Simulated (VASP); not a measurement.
# Ag (I4/mmm) in VASP: notebook

Runs on Ag. Level: PBEsol. Tasks: single point.

Program: VASP 6.6.1. These are calculated values, not measurements. Logs are shortened: lines on timing, memory, paths and dates and some standing lists are left out, and cuts for length are marked.

## 1. The cell of the first run

The structure is tetragonal, space group I4/mmm (No. 139). Conventional cell: a = 3.269 Å, b = 3.269 Å, c = 3.139 Å, α = 90.00°, β = 90.00°, γ = 90.00°. Ag (site symmetry 4/mmm) has 14 Ag at 2.79 to 3.27 Å within 3.7 Å.

## 2. Single point, PBEsol

File INCAR:

```
PREC = Accurate
ENCUT = 520
EDIFF = 1E-6
ISMEAR = 0
SIGMA = 0.15
LREAL = False
LASPH = True
NELM = 80
ALGO = Fast
ISIF = 2
LWAVE = False
LCHARG = False
GGA = PS
NBANDS = 12
```

File KPOINTS:

```
regular mesh
0
Gamma
  28 28 28
```

File POSCAR:

```
Ag
1.0
   -1.6346498993      1.6346498993      1.5692639033
    1.6346498993     -1.6346498993      1.5692639033
    1.6346498993      1.6346498993     -1.5692639033
Ag
1
Direct
    0.0000000000      0.0000000000      0.0000000000
```

Potentials or basis: VASP PAW PBE potentials, release 64 (Ag).

Command:

```sh
cat potpaw_PBE.64/Ag/POTCAR > POTCAR
mpirun -np 1 vasp_std > vasp.out
```

OUTCAR:

```text
PREC = Accurate
   ENCUT = 520
   EDIFF = 1E-6
   ISMEAR = 0
   LREAL = False
   LASPH = True
   NELM = 80
   ISIF = 2
   GGA = PS

 ion  position               nearest neighbor table
   1  0.000  0.000  0.000-

  LATTYP: Found a body centered tetragonal cell.
 ALAT       =     3.2692997986
 C/A-ratio  =     0.9600000000

  Lattice vectors:

 A1 = (  -1.6346498993,   1.6346498993,   1.5692639033)
 A2 = (   1.6346498993,  -1.6346498993,   1.5692639033)
 A3 = (   1.6346498993,   1.6346498993,  -1.5692639033)

Analysis of symmetry for initial positions (statically):
=====================================================================
 Subroutine PRICEL returns:
 Original cell was already a primitive cell.

 Routine SETGRP: Setting up the symmetry group for a
 body centered tetragonal supercell.

 Subroutine GETGRP returns: Found 16 space group operations
 (whereof 16 operations were pure point group operations)
 out of a pool of 16 trial point group operations.

The static configuration has the point symmetry D_4h.

Analysis of symmetry for dynamics (positions and initial velocities):
=====================================================================
 Subroutine PRICEL returns:
 Original cell was already a primitive cell.

 Routine SETGRP: Setting up the symmetry group for a
 body centered tetragonal supercell.

 Subroutine GETGRP returns: Found 16 space group operations
 (whereof 16 operations were pure point group operations)
 out of a pool of 16 trial point group operations.

The dynamic configuration has the point symmetry D_4h.

 Subroutine INISYM returns: Found 16 space group operations
 (whereof 16 operations are pure point group operations),
 and found     1 'primitive' translations

----------------------------------------------------------------------------------------

                                     Primitive cell

  volume of cell :      16.7728

  direct lattice vectors                    reciprocal lattice vectors
    -1.634649899  1.634649899  1.569263903     0.000000000  0.305875894  0.318620723
     1.634649899 -1.634649899  1.569263903     0.305875894  0.000000000  0.318620723
     1.634649899  1.634649899 -1.569263903     0.305875894  0.305875894  0.000000000

  length of vectors
     2.794056153  2.794056153  2.794056153     0.441677742  0.441677742  0.432573838

  position of ions in fractional coordinates (direct lattice)
     0.000000000  0.000000000  0.000000000

  ion indices of the primitive-cell ions
   primitive index   ion index
                 1           1

----------------------------------------------------------------------------------------

 KPOINTS: regular mesh

Automatic generation of k-mesh.
 Grid dimensions read from file:
 generate k-points for:   28   28   28

 Generating k-lattice:

  Cartesian coordinates                     Fractional coordinates (reciprocal lattice)
     0.000000000  0.010924139  0.011379312     0.035714286 -0.000000000  0.000000000
     0.010924139  0.000000000  0.011379312    -0.000000000  0.035714286  0.000000000
     0.010924139  0.010924139  0.000000000     0.000000000  0.000000000  0.035714286

  Length of vectors
     0.015774205  0.015774205  0.015449066

  Shift w.r.t. Gamma in fractional coordinates (k-lattice)
     0.000000000  0.000000000  0.000000000

 Subroutine IBZKPT returns following result:
 ===========================================

 Found   1639 irreducible k-points:

 Following reciprocal coordinates:
            Coordinates               Weight
  0.000000  0.000000  0.000000      1.000000
  0.035714 -0.000000  0.000000      8.000000
  0.071429 -0.000000  0.000000      8.000000
  0.107143 -0.000000  0.000000      8.000000
  0.142857  0.000000 -0.000000      8.000000
  0.178571  0.000000 -0.000000      8.000000
[... 16 lines left out ...]
  0.285714  0.035714  0.000000     16.000000
  0.321429  0.035714 -0.000000     16.000000
 [... further k-points ...]
   k-points           NKPTS =   1639   k-points in BZ     NKDIM =   1639   number of bands    NBANDS=     12
   number of dos      NEDOS =    301   number of ions     NIONS =      1
   total plane-waves  NPLWV =  13824
   dimension x,y,z NGX =    24 NGY =   24 NGZ =   24
   dimension x,y,z NGXF=    48 NGYF=   48 NGZF=   48
   ions per type =               1
   NGX,Y,Z   is equivalent  to a cutoff of  14.28, 14.28, 14.28 a.u.
   NGXF,Y,Z  is equivalent  to a cutoff of  28.56, 28.56, 28.56 a.u.
 SYSTEM =  unknown system
   PREC   = accura    normal or accurate (medium, high low for compatibility)
   ISTART =      0    job   : 0-new  1-cont  2-samecut
   ICHARG =      2    charge: 1-file 2-atom 10-const
   ISPIN  =      1    spin polarized calculation?
   LNONCOLLINEAR =      F non collinear calculations
   LSORBIT =      F    spin-orbit coupling
   LASPH  =      T    aspherical Exc in radial PAW
   ENCUT  =  520.0 eV  38.22 Ry    6.18 a.u.   5.20  5.20  5.20*2*pi/ulx,y,z
   NELM   =     80;   NELMIN=  2; NELMDL= -5     # of ELM steps
   EDIFF  = 0.1E-05   stopping-criterion for ELM
   LREAL  =      F    real-space projection
   EDIFFG = 0.1E-04   stopping-criterion for IOM
   NSW    =      0    number of steps for IOM
   IBRION =     -1    ionic relax: 0-MD 1-quasi-New 2-CG
   NFREE  =      0    steps in history (QN), initial steepest desc. (CG)
   ISIF   =      2    stress and relaxation
   ISYM   =      2    0-nonsym 1-usesym 2-fastsym
   POTIM  = 0.5000    time-step for ionic-motion
   TEBEG  =    0.0;   TEEND  =   0.0 temperature during run
   PSTRESS=    0.0 pullay stress
   NELECT =      11.0000    total number of electrons
   NUPDOWN=      -1.0000    fix difference up-down
   EMIN   =  10.00;   EMAX   =-10.00  energy-range for DOS
   EFERMI =   0.00;   METHOD = LEGACY
   ISMEAR =     0;   SIGMA  =   0.15  broadening in eV -4-tet -1-fermi 0-gaus
   EFERMI_NEDOS =   21; number of points for ismear=-14 and -15
   IALGO  =     68    algorithm
   IMIX   =      4    mixing-type and parameters
     AMIX     =   0.40;   BMIX     =  1.00
     AMIX_MAG =   1.60;   BMIX_MAG =  1.00
  volume/ion in A,a.u.               =      16.77       113.19
  Fermi-wavevector in a.u.,A,eV,Ry     =   1.422342  2.687836 27.525341  2.023056
  Thomas-Fermi vector in A             =   2.543056
   LORBIT       =      0    0 simple, 1 ext, 2 COOP (PROOUT), +10 PAW based schemes
   GGA     = PS    functional components
   LHFCALC =     F    Hartree Fock is set to
   AEXX    =    0.0000 exact exchange contribution
   IVDW    =     0    specifies the selected vdW correction
   LEPSILON=     F    determine dielectric tensor
   LRPA    =     F    only Hartree local field effects (RPA)
 non-spin polarized calculation
 RMM-DIIS sequential band-by-band and
 Gauss-broadening in eV      SIGMA  =   0.15
  energy-cutoff  :      520.00
  volume of cell :       16.77
 maximum number of plane-waves:       466
 NGX is ok and might be reduce to    24
   NGX = 11   NGY = 11   NGZ = 11

 number of electron      10.9999999 magnetization

 Free energy of the ion-electron system (eV)
  ---------------------------------------------------
  ext. energy  EPLUGINS =         0.00000000
  ---------------------------------------------------
  free energy    TOTEN  =        -3.27428429 eV

  energy without entropy =       -3.27055993  energy(sigma->0) =       -3.27242211

 E-fermi :   8.4648     XC(G=0): -12.5101

 val. band max:        8.4635885865   @ k =   0.2857   0.1429   0.0714
 cond. band min:       8.4716651579   @ k =  -0.2500   0.3929   0.2143
 fundamental gap:      0.0080765714
 Fermi energy:         8.4648195144

 k-point     1 :       0.0000    0.0000    0.0000
  band No.  band energies     occupation
      1       0.5166      2.00000
      2       3.3831      2.00000
      3       3.5849      2.00000
      4       3.5849      2.00000
      5       4.7717      2.00000
      6       5.0012      2.00000
      7      26.2122      0.00000
      8      26.2122      0.00000
      9      26.9805      0.00000
     10      32.6833      0.00000
     11      32.6839      0.00000
     12      32.9011      0.00000

 k-point     2 :       0.0357   -0.0000    0.0000
  band No.  band energies     occupation
      1       0.5604      2.00000
      2       3.3897      2.00000
      3       3.5855      2.00000
      4       3.5919      2.00000
      5       4.7713      2.00000
      6       4.9911      2.00000
      7      26.1761      0.00000
      8      26.2449      0.00000
      9      26.9091      0.00000
     10      31.8713      0.00000
     11      32.3870      0.00000
     12      32.5068      0.00000

 k-point     3 :       0.0714   -0.0000    0.0000
  band No.  band energies     occupation
      1       0.6900      2.00000
      2       3.3913      2.00000
      3       3.5872      2.00000
      4       3.6315      2.00000
      5       4.7698      2.00000
      6       4.9643      2.00000
      7      26.0221      0.00000
      8      26.3405      0.00000
      9      26.6916      0.00000
     10      31.0131      0.00000
     11      31.6366      0.00000
     12      31.6639      0.00000
[... 286 lines left out ...]
 k-point    23 :       0.2857    0.0357    0.0000
  band No.  band energies     occupation
      1       2.1893      2.00000
      2       2.9031      2.00000
      3       4.5405      2.00000
      4       4.7589      2.00000
      5       5.0179      2.00000
      6       5.1904      2.00000
      7      18.6612      0.00000
      8      23.1478      0.00000
      9      25.0128      0.00000
     10      27.9119      0.00000
     11      29.4155      0.00000
     12      32.3114      0.00000

 k-point    24 :       0.3214    0.0357   -0.0000
  band No.  band energies     occupation
      1       2.1630      2.00000
      2       2.8203      2.00000
      3       4.7397      2.00000
      4       4.9629      2.00000
      5       5.1344      2.00000
      6       5.6913      2.00000
      7      17.2407      0.00000
      8      22.6419      0.00000
      9      24.2718      0.00000
     10      28.1147      0.00000
     11      29.4686      0.00000
     12      32.9144      0.00000

 [... further k-points ...]
[... 5 lines left out ...]
  --------------------------------------------------------------------------------------
  -------------------------------------------------------------------------------------
  Total        0.0037603      0.0037603     -0.0430679      0.0000000     -0.0000000      0.0000000
  in kB        0.3591901      0.3591901     -4.1139484      0.0000000     -0.0000000      0.0000000
  external PRESSURE =      -1.1318560 kB  Pullay stress =       0.0000000 kB

 VOLUME and BASIS-vectors are now :
 -----------------------------------------------------------------------------
  energy-cutoff  :      520.00
  volume of cell :       16.77
      direct lattice vectors                 reciprocal lattice vectors
    -1.634649899  1.634649899  1.569263903     0.000000000  0.305875894  0.318620723
     1.634649899 -1.634649899  1.569263903     0.305875894  0.000000000  0.318620723
     1.634649899  1.634649899 -1.569263903     0.305875894  0.305875894  0.000000000

 POSITION                                       TOTAL-FORCE (eV/Angst)
 -----------------------------------------------------------------------------------
      0.00000      0.00000      0.00000        -0.000000      0.000000      0.000000
 -----------------------------------------------------------------------------------
    total drift:                               -0.000000      0.000000      0.000000

  FREE ENERGIE OF THE ION-ELECTRON SYSTEM (eV)
  ---------------------------------------------------
  free  energy   TOTEN  =        -3.2742842931 eV

  energy  without entropy=       -3.2705599261  energy(sigma->0) =       -3.27242211
```

Run time: 3.1 min. Hardware: 1 thread of AMD EPYC 9R45 (Zen 5), shared host; peak memory 0.38 GiB.

What came out:

```
Free energy            : -3.2743 eV
Pressure               : -0.1 GPa
Band gap on the k mesh : zero (an odd number of electrons rules out a gap without spin polarisation)
```

Stress tensor (GPa, compression positive):
```
 0.04  0.00  0.00
 0.00  0.04  0.00
 0.00  0.00 -0.41
```

Caveat: the PAW data sets were made with another functional, which shifts forces and pressure a little.

## 3. Single point, PBEsol

File INCAR:

```
  ALGO = Fast
  EDIFF = 1E-6
  ENCUT = 520
  GGA = PS
  ISIF = 2
  ISMEAR = 0
  LASPH = True
  LCHARG = True
  LELF = True
  LREAL = False
  LVHAR = True
  LWAVE = False
  NBANDS = 12
  NELM = 80
  PREC = Accurate
  SIGMA = 0.15
```

File KPOINTS:

```
k-points
0
Gamma
  28 28 28
```

File POSCAR:

```
Ag
1.0
   -1.5865437895      1.5865437895      1.6658709790
    1.5865437895     -1.5865437895      1.6658709790
    1.5865437895      1.5865437895     -1.6658709790
Ag
1
Direct
    0.0000000000      0.0000000000      0.0000000000
```

Potentials or basis: VASP PAW PBE potentials, release 64 (Ag).

Command:

```sh
cat potpaw_PBE.64/Ag/POTCAR > POTCAR
mpirun -np 1 vasp_std > vasp.out
```

Wall time 3.3 min (1 thread of AMD EPYC 9R45 (Zen 5), shared host); peak memory 0.38 GiB.

It converged, with:

| Item | Value |
| --- | --- |
| Free energy | -3.2748 eV |
| Pressure | -0.1 GPa |
| Band gap on the k mesh | zero (an odd number of electrons rules out a gap without spin polarisation) |

Stress tensor (GPa, compression positive):
```
-0.41  0.00  0.00
 0.00 -0.41  0.00
 0.00  0.00  0.40
```

Levels at points of the mesh, in eV from the Fermi level:
```
           k point  band 4  band 5  band 6  band 7  band 8  band 9
(0.00, 0.00, 0.00)   -4.80   -3.72   -3.47   17.46   18.27   18.27
(0.50, 0.00, 0.00)   -3.42   -2.55   -0.27    4.08   13.63   14.98
(0.50, 0.50, 0.00)   -3.36   -2.50    0.03    4.57   12.87   13.85
(0.50, 0.50, 0.50)   -2.76   -2.76    5.96    7.38    7.38   12.37
```

Caveat: the PAW data sets were made with another functional, which shifts forces and pressure a little.
